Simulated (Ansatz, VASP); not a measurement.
**Rh: VASP beside Ansatz**

```
Rh
1.0
     0.00000    1.78943    2.14731
     1.78943    0.00000    2.14731
     1.78943    1.78943    0.00000
Rh
1
Direct
  0.00000 0.00000 0.00000
```

Alike in both runs: task single point; functional PBEsol; k mesh 24 × 24 × 24; occupations gaussian, width 0.15 eV; no spin polarisation.

|  | VASP | Ansatz |
| --- | --- | --- |
| version | VASP 6.6.1 | Ansatz 0.2.0 |
| potentials or method | VASP PAW PBE potentials, release 64 (Rh_pv), cutoff 520 eV | scalar-relativistic, plane waves, PAW |
| valence electrons in the cell | 15 | 17 |

```tsv
	VASP	Ansatz	Ansatz less VASP
gap on the k mesh at the Fermi level (eV)	none	none	-
pressure (GPa)	0.9	1.0	+0.15
traceless stress, the component that is largest in VASP (GPa)	-27.49	-27.53	-0.044
```

VASP's potentials were made for PBE, not for PBEsol. A gap of «none» marks a metal or a gap that the smearing closes. VASP's potentials hold 15 valence electrons a cell and Ansatz's 17, so a difference there can come from the potentials and not from the codes.
